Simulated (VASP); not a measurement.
# GaN (Fm-3m) in VASP: single point with HSE06

Aim: the single point of GaN with HSE06.

Program: VASP 6.6.1. These are calculated values, not measurements. Logs are shortened: lines on timing, memory, paths and dates and some standing lists are left out, and cuts for length are marked.

## 1. The cell of the first run

Symmetry: Fm-3m, No. 225, cubic system. Conventional cell: a = 4.209 Å, b = 4.209 Å, c = 4.209 Å, α = 90.00°, β = 90.00°, γ = 90.00°. Ga (site symmetry m-3m) has 6 N at 2.10 Å within 2.8 Å. N (site symmetry m-3m) has 6 Ga at 2.10 Å within 2.8 Å.

## 2. Single point, HSE06

Contents of POSCAR:

```
GaN
1.0
    0.0000000000      2.1043323363      2.1043323363
    2.1043323363      0.0000000000      2.1043323363
    2.1043323363      2.1043323363      0.0000000000
Ga N
1 1
Direct
    0.5000000000      0.5000000000      0.5000000000
    0.0000000000      0.0000000000      0.0000000000
```

Contents of INCAR.step1:

```
ALGO = Normal ; EDIFF = 1E-5
ENCUT = 520 ; GGA = PE
ISIF = 2 ; ISMEAR = -1
LASPH = T ; LCHARG = F
LREAL = F ; LWAVE = T
NBANDS = 16 ; NELM = 80
PREC = Accurate ; SIGMA = 0.02
```

Contents of INCAR.step2:

```
ALGO = Normal ; EDIFF = 1E-7
ENCUT = 520 ; GGA = PE
HFSCREEN = 0.2079 ; ISIF = 2
ISMEAR = -1 ; ISTART = 1
LASPH = T ; LCHARG = F
LHFCALC = T ; LREAL = F
LWAVE = F ; NBANDS = 16
NELM = 80 ; PREC = Accurate
PRECFOCK = Normal ; SIGMA = 0.02
```

Contents of KPOINTS:

```
k-points
0
Gamma
  6 6 6
```

Potentials or basis: VASP PAW PBE potentials, release 64 (Ga_d, N).

Started as:

```
> cat potpaw_PBE.64/Ga_d/POTCAR potpaw_PBE.64/N/POTCAR > POTCAR
> cp INCAR.step1 INCAR
> mpirun -np 1 vasp_std > vasp.out
> cp INCAR.step2 INCAR
> mpirun -np 1 vasp_std > vasp.out
```

OUTCAR:

```text
EDIFF = 1E-7
   ENCUT = 520
   GGA = PE
   HFSCREEN = 0.2079
   ISIF = 2
   ISMEAR = -1
   ISTART = 1
   LASPH = T
   LHFCALC = T
   LREAL = F
   NELM = 80
   PREC = Accurate
   PRECFOCK = Normal

 ion  position               nearest neighbor table
   1  0.500  0.500  0.500-   2 2.10   2 2.10   2 2.10   2 2.10   2 2.10   2 2.10
   2  0.000  0.000  0.000-   1 2.10   1 2.10   1 2.10   1 2.10   1 2.10   1 2.10

  LATTYP: Found a face centered cubic cell.
 ALAT       =     4.2086646726

  Lattice vectors:

 A1 = (   0.0000000000,   2.1043323363,   2.1043323363)
 A2 = (   2.1043323363,   0.0000000000,   2.1043323363)
 A3 = (   2.1043323363,   2.1043323363,   0.0000000000)

Analysis of symmetry for initial positions (statically):
=====================================================================
 Subroutine PRICEL returns:
 Original cell was already a primitive cell.

 Routine SETGRP: Setting up the symmetry group for a
 face centered cubic supercell.

 Subroutine GETGRP returns: Found 48 space group operations
 (whereof 48 operations were pure point group operations)
 out of a pool of 48 trial point group operations.

The static configuration has the point symmetry O_h .

Analysis of symmetry for dynamics (positions and initial velocities):
=====================================================================
 Subroutine PRICEL returns:
 Original cell was already a primitive cell.

 Routine SETGRP: Setting up the symmetry group for a
 face centered cubic supercell.

 Subroutine GETGRP returns: Found 48 space group operations
 (whereof 48 operations were pure point group operations)
 out of a pool of 48 trial point group operations.

The dynamic configuration has the point symmetry O_h .

 Subroutine INISYM returns: Found 48 space group operations
 (whereof 48 operations are pure point group operations),
 and found     1 'primitive' translations

----------------------------------------------------------------------------------------

                                     Primitive cell

  volume of cell :      18.6369

  direct lattice vectors                    reciprocal lattice vectors
     0.000000000  2.104332336  2.104332336    -0.237605055  0.237605055  0.237605055
     2.104332336  0.000000000  2.104332336     0.237605055 -0.237605055  0.237605055
     2.104332336  2.104332336  0.000000000     0.237605055  0.237605055 -0.237605055

  length of vectors
     2.975975330  2.975975330  2.975975330     0.411544027  0.411544027  0.411544027

  position of ions in fractional coordinates (direct lattice)
     0.500000000  0.500000000  0.500000000
     0.000000000  0.000000000  0.000000000

  ion indices of the primitive-cell ions
   primitive index   ion index
                 1           1
                 2           2

----------------------------------------------------------------------------------------

 KPOINTS: k-points

Automatic generation of k-mesh.
 Grid dimensions read from file:
 generate k-points for:    6    6    6

 Generating k-lattice:

  Cartesian coordinates                     Fractional coordinates (reciprocal lattice)
    -0.039600842  0.039600842  0.039600842     0.166666667  0.000000000  0.000000000
     0.039600842 -0.039600842  0.039600842     0.000000000  0.166666667  0.000000000
     0.039600842  0.039600842 -0.039600842     0.000000000  0.000000000  0.166666667

  Length of vectors
     0.068590671  0.068590671  0.068590671

  Shift w.r.t. Gamma in fractional coordinates (k-lattice)
     0.000000000  0.000000000  0.000000000

 Subroutine IBZKPT returns following result:
 ===========================================

 Found     16 irreducible k-points:

 Following reciprocal coordinates:
            Coordinates               Weight
  0.000000  0.000000  0.000000      1.000000
  0.166667  0.000000  0.000000      8.000000
  0.333333  0.000000  0.000000      8.000000
  0.500000  0.000000  0.000000      4.000000
  0.166667  0.166667  0.000000      6.000000
  0.333333  0.166667  0.000000     24.000000
[... 8 lines left out ...]
 -0.333333  0.333333  0.166667     24.000000
 -0.333333  0.500000  0.166667     12.000000
   k-points           NKPTS =     16   k-points in BZ     NKDIM =    216   number of bands    NBANDS=     16
   number of dos      NEDOS =    301   number of ions     NIONS =      2
   total plane-waves  NPLWV =  13824
   dimension x,y,z NGX =    24 NGY =   24 NGZ =   24
   dimension x,y,z NGXF=    48 NGYF=   48 NGZF=   48
   ions per type =               1   1
   NGX,Y,Z   is equivalent  to a cutoff of  13.41, 13.41, 13.41 a.u.
   NGXF,Y,Z  is equivalent  to a cutoff of  26.81, 26.81, 26.81 a.u.
 SYSTEM =  unknown system
   PREC   = accura    normal or accurate (medium, high low for compatibility)
   ISTART =      1    job   : 0-new  1-cont  2-samecut
   ICHARG =      0    charge: 1-file 2-atom 10-const
   ISPIN  =      1    spin polarized calculation?
   LNONCOLLINEAR =      F non collinear calculations
   LSORBIT =      F    spin-orbit coupling
   LASPH  =      T    aspherical Exc in radial PAW
   ENCUT  =  520.0 eV  38.22 Ry    6.18 a.u.   5.53  5.53  5.53*2*pi/ulx,y,z
   NELM   =     80;   NELMIN=  2; NELMDL=  0     # of ELM steps
   EDIFF  = 0.1E-06   stopping-criterion for ELM
   LREAL  =      F    real-space projection
   EDIFFG = 0.1E-05   stopping-criterion for IOM
   NSW    =      0    number of steps for IOM
   IBRION =     -1    ionic relax: 0-MD 1-quasi-New 2-CG
   NFREE  =      0    steps in history (QN), initial steepest desc. (CG)
   ISIF   =      2    stress and relaxation
   ISYM   =      3    0-nonsym 1-usesym 2-fastsym
   POTIM  = 0.5000    time-step for ionic-motion
   TEBEG  =    0.0;   TEEND  =   0.0 temperature during run
   PSTRESS=    0.0 pullay stress
   NELECT =      18.0000    total number of electrons
   NUPDOWN=      -1.0000    fix difference up-down
   EMIN   =  10.00;   EMAX   =-10.00  energy-range for DOS
   EFERMI =   0.00;   METHOD = LEGACY
   ISMEAR =    -1;   SIGMA  =   0.02  broadening in eV -4-tet -1-fermi 0-gaus
   EFERMI_NEDOS =   21; number of points for ismear=-14 and -15
   IALGO  =     38    algorithm
   IMIX   =      1    mixing-type and parameters
     AMIX     =   0.40;   BMIX     =  1.00
     AMIX_MAG =   1.60;   BMIX_MAG =  1.00
  volume/ion in A,a.u.               =       9.32        62.88
  Fermi-wavevector in a.u.,A,eV,Ry     =   1.618234  3.058019 35.629325  2.618681
  Thomas-Fermi vector in A             =   2.712530
   LORBIT       =      0    0 simple, 1 ext, 2 COOP (PROOUT), +10 PAW based schemes
   GGA     = PE    functional components
   LHFCALC =     T    Hartree Fock is set to
   PRECFOCK=normal    Normal, Fast or Accurate (Low or Medium for compatibility)
   ENCUT4O =  -1.0   cutoff for four orbital integrals eV
   NKREDX  =     1    reduce k-point grid by
   NKREDY  =     1    reduce k-point grid by
   NKREDZ  =     1    reduce k-point grid by
   AEXX    =    0.2500 exact exchange contribution
   HFSCREEN=    0.2079 screening length (either q_TF or 0.3 A-1)
   HFSCREENC=   0.2079 screening length for correlation (either q_TF or 0.3 A-1)
   ENCUTFOCK=  -1.0 apply spherical cutoff to Coloumb kernel
   IVDW    =     0    specifies the selected vdW correction
   LEPSILON=     F    determine dielectric tensor
   LRPA    =     F    only Hartree local field effects (RPA)
 non-spin polarized calculation
  energy-cutoff  :      520.00
  volume of cell :       18.64
 maximum number of plane-waves:       531
 NGX is ok and might be reduce to    24
  NGX = 18; NGY = 18; NGZ = 18

 number of electron      18.0000007 magnetization

 Free energy of the ion-electron system (eV)
  ---------------------------------------------------
  ext. energy  EPLUGINS =         0.00000000
  ---------------------------------------------------
  free energy    TOTEN  =       -13.77971272 eV

  energy without entropy =      -13.77971272  energy(sigma->0) =      -13.77971272

 E-fermi :   7.8202     XC(G=0): -10.7067

 val. band max:        7.3058188951   @ k =  -0.1667   0.1667   0.0000
 cond. band min:       9.2391563605   @ k =   0.5000   0.5000   0.0000
 fundamental gap:      1.9333374654
 Fermi energy:         7.8201669068

 k-point     1 :       0.0000    0.0000    0.0000
  band No.  band energies     occupation
      1     -11.7662      2.00000
      2      -8.9526      2.00000
      3      -8.9526      2.00000
      4      -8.9526      2.00000
      5      -8.9144      2.00000
      6      -8.9144      2.00000
[... 8 lines left out ...]
     15      25.3975      0.00000
     16      25.3975      0.00000

 k-point     2 :       0.1667    0.0000    0.0000
  band No.  band energies     occupation
      1     -11.1915      2.00000
      2      -8.9809      2.00000
      3      -8.9809      2.00000
      4      -8.9695      2.00000
      5      -8.8933      2.00000
      6      -8.8933      2.00000
[... 8 lines left out ...]
     15      25.5940      0.00000
     16      25.5940      0.00000

 k-point     3 :       0.3333    0.0000    0.0000
  band No.  band energies     occupation
      1      -9.7188      2.00000
      2      -9.0942      2.00000
      3      -9.0942      2.00000
      4      -8.9641      2.00000
      5      -8.7917      2.00000
      6      -8.7917      2.00000
[... 8 lines left out ...]
     15      28.7274      0.00000
     16      28.7275      0.00000

 k-point     4 :       0.5000    0.0000    0.0000
  band No.  band energies     occupation
      1      -9.1508      2.00000
      2      -9.1508      2.00000
      3      -9.1279      2.00000
      4      -8.7397      2.00000
      5      -8.7397      2.00000
      6      -8.4126      2.00000
[... 8 lines left out ...]
     15      32.5725      0.00000
     16      32.5726      0.00000
[... 172 lines left out ...]
 k-point    14 :       0.5000    0.3333    0.1667
  band No.  band energies     occupation
      1     -10.1261      2.00000
      2      -9.0179      2.00000
      3      -8.9970      2.00000
      4      -8.8504      2.00000
      5      -8.7573      2.00000
      6      -7.2834      2.00000
[... 8 lines left out ...]
     15      31.3547      0.00000
     16      33.7249      0.00000

 k-point    15 :      -0.3333    0.3333    0.1667
  band No.  band energies     occupation
      1     -10.0927      2.00000
      2      -9.0413      2.00000
      3      -8.9519      2.00000
      4      -8.9161      2.00000
      5      -8.7118      2.00000
      6      -6.2425      2.00000
[... 8 lines left out ...]
     15      28.1197      0.00000
     16      35.4221      0.00000

 k-point    16 :      -0.3333    0.5000    0.1667
  band No.  band energies     occupation
      1     -10.3425      2.00000
      2      -9.0417      2.00000
      3      -8.9310      2.00000
      4      -8.8199      2.00000
      5      -8.6760      2.00000
      6      -5.4819      2.00000
[... 8 lines left out ...]
     15      31.1381      0.00000
     16      37.3187      0.00000

------------------------ aborting loop because EDIFF is reached ----------------------------------------

  FORCE on cell =-STRESS in cart. coord.  units (eV):
  Direction    XX          YY          ZZ          XY          YZ          ZX
  --------------------------------------------------------------------------------------
  -------------------------------------------------------------------------------------
  Total        0.1165261      0.1165261      0.1165261      0.0000000      0.0000000     -0.0000000
  in kB       10.0175314     10.0175314     10.0175314      0.0000000      0.0000000     -0.0000000
  external PRESSURE =      10.0175314 kB  Pullay stress =       0.0000000 kB

 VOLUME and BASIS-vectors are now :
 -----------------------------------------------------------------------------
  energy-cutoff  :      520.00
  volume of cell :       18.64
      direct lattice vectors                 reciprocal lattice vectors
     0.000000000  2.104332336  2.104332336    -0.237605055  0.237605055  0.237605055
     2.104332336  0.000000000  2.104332336     0.237605055 -0.237605055  0.237605055
     2.104332336  2.104332336  0.000000000     0.237605055  0.237605055 -0.237605055

 POSITION                                       TOTAL-FORCE (eV/Angst)
 -----------------------------------------------------------------------------------
      2.10433      2.10433      2.10433        -0.000000      0.000000     -0.000000
      0.00000      0.00000      0.00000         0.000000     -0.000000      0.000000
 -----------------------------------------------------------------------------------
    total drift:                                0.000002      0.000002      0.000002

  FREE ENERGIE OF THE ION-ELECTRON SYSTEM (eV)
  ---------------------------------------------------
  free  energy   TOTEN  =       -13.7797127188 eV

  energy  without entropy=      -13.7797127188  energy(sigma->0) =      -13.77971272
```

It took 33 min on 1 thread of AMD EPYC 7R13, shared host; peak memory 0.26 GiB.

Results:

```
Free energy            : -13.7797 eV
Pressure               : 1.0 GPa
Band gap on the k mesh : 1.93 eV (least direct gap 4.24 eV)
```

Levels at points of the mesh, in eV from the valence-band top:
```
           k point  band 7  band 8  band 9  band 10  band 11  band 12
(0.00, 0.00, 0.00)   -0.54   -0.54   -0.54     3.70    16.21    16.21
(0.50, 0.00, 0.00)   -9.01   -0.22   -0.22     6.00    10.68    10.68
(0.50, 0.50, 0.00)   -7.83   -3.33   -3.33     1.93     8.95    14.11
```

Caveat: the k points lie up to 0.43 Å⁻¹ apart; the PAW data sets were made with another functional, which shifts forces and pressure a little. A k mesh can miss the band edges.
